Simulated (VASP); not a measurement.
Wanted: the native input for a VASP 6.6.1 run.

* Task: single point
* Functional: PBE
* Potentials or basis: VASP PAW PBE potentials, release 64 (Na_pv, Cl)
* Cutoff: 520 eV
* k mesh: 6 × 6 × 6
* Occupations: gaussian, width 0.01 eV
* Spin: no spin polarisation
* Dipole correction: no
* Further INCAR settings: ALGO = Normal; EDIFF = 1e-06; NBANDS = 46

The structure of Na3Cl2 lies in POSCAR:

```
Na3Cl2
1.0
    3.5163503437      2.0301658175      6.8840286449
   -3.5163503437      2.0301658175      6.8840286449
    0.0000000000     -4.0603316350      6.8840286449
Na Cl
6 4
Direct
    0.0683857540      0.4316142460      0.7500000000
    0.7500000000      0.0683857540      0.4316142460
    0.4316142460      0.7500000000      0.0683857540
    0.9316142460      0.5683857540      0.2500000000
    0.2500000000      0.9316142460      0.5683857540
    0.5683857540      0.2500000000      0.9316142460
    0.8406185661      0.8406185661      0.8406185661
    0.6593814339      0.6593814339      0.6593814339
    0.1593814339      0.1593814339      0.1593814339
    0.3406185661      0.3406185661      0.3406185661
```

The input as run:

INCAR

```
ALGO = Normal
EDIFF = 1E-6
ENCUT = 520
GGA = PE
ISIF = 2
ISMEAR = 0
LASPH = T
LCHARG = T
LELF = T
LREAL = F
LVHAR = T
LWAVE = F
NBANDS = 46
NELM = 100
PREC = Accurate
SIGMA = 0.01
```

KPOINTS

```
k-points
0
Gamma
  6 6 6
```

Potentials or basis: VASP PAW PBE potentials, release 64 (Na_pv, Cl).

The run is started by

```sh
$ cat potpaw_PBE.64/Na_pv/POTCAR potpaw_PBE.64/Cl/POTCAR > POTCAR
$ mpirun -np 1 vasp_std > vasp.out
```

It gave:

```yaml
Pressure: 0.0 GPa
Band_gap_on_the_k_mesh: zero (bands 35 and 36 overlap by 0.57 eV)
```

It took 5.8 min on 1 thread of Intel(R) Xeon(R) Platinum 8488C (Sapphire Rapids) (shared host), peak memory 0.65 GiB.
